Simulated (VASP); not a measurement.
Wanted: the native input for a VASP 6.6.1 run.

* Task: single point
* Functional: PBE
* Potentials or basis: VASP PAW PBE potentials, release 64 (Al, Ru_pv)
* Cutoff: 500 eV
* k mesh: 8 × 8 × 8
* Occupations: gaussian, width 0.1 eV
* Spin: no spin polarisation
* Dipole correction: no
* Further INCAR settings: ALGO = Normal; EDIFF = 1e-06; NBANDS = 16

The structure of AlRu lies in POSCAR:

```
AlRu
1.0
    3.0054736873      0.0000000000      0.0000000000
    0.0000000000      3.0054736873      0.0000000000
    0.0000000000      0.0000000000      3.0054736873
Al Ru
1 1
Direct
    0.5000000000      0.5000000000      0.5000000000
    0.0000000000      0.0000000000      0.0000000000
```

These files were run (other wordings do the same):

INCAR

```
SYSTEM = AlRu
PREC = Accurate
ENCUT = 500
EDIFF = 1E-6
ISMEAR = 0
SIGMA = 0.1
LREAL = .FALSE.
LASPH = .TRUE.
NELM = 120
ALGO = Normal
ISIF = 2
LWAVE = .FALSE.
LCHARG = .FALSE.
GGA = PE
NBANDS = 16
GGA_COMPAT = .FALSE.
```

KPOINTS

```
Automatic mesh
0
G
  8 8 8
  0 0 0
```

Potentials or basis: VASP PAW PBE potentials, release 64 (Al, Ru_pv).

Run with:

```sh
$ cat potpaw_PBE.64/Al/POTCAR potpaw_PBE.64/Ru_pv/POTCAR > POTCAR
$ mpirun -np 1 vasp_std > vasp.out
```

Results of the run:

| Item | Value |
| --- | --- |
| Pressure | 0.0 GPa |

Wall time 20 s on 1 thread of Intel Xeon 8259CL, on a shared host, peak memory 0.14 GiB.
